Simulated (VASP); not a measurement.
Pd, 8 atoms in the cell. The structure is cubic, space group Pm-3n (No. 223). The conventional cell has a = 5.018 Å, b = 5.018 Å, c = 5.018 Å, α = 90.00°, β = 90.00°, γ = 90.00°. Pd (site symmetry m-3) has 12 Pd at 2.81 Å within 3.7 Å. Pd (site symmetry -4m2) has 14 Pd at 2.51 to 3.07 Å within 3.3 Å. 

```yaml
Program: VASP 6.6.1
Task: single point
Functional: PBE
Potentials_or_basis: VASP PAW PBE potentials, release 64 (Pd)
Cutoff: 520 eV
k_mesh: 7 × 7 × 7
Occupations: fermi-dirac, width 0.1 eV
Spin: no spin polarisation
Dipole_correction: no
Further_INCAR_settings: ALGO = Normal; EDIFF = 1e-06; NBANDS = 50
```

Potentials or basis: VASP PAW PBE potentials, release 64 (Pd).

Command:

```bash
$ cat potpaw_PBE.64/Pd/POTCAR > POTCAR
$ mpirun -np 1 vasp_std > vasp.out
```

Hardware: 1 thread of Intel(R) Xeon(R) 6975P-C (Granite Rapids) (shared host).

How long does it take, and how much memory?

Wall time 81 s on 1 thread of Intel(R) Xeon(R) 6975P-C (Granite Rapids), on a shared host, peak memory 0.27 GiB. Counts: scf iterations 13, k points 20.
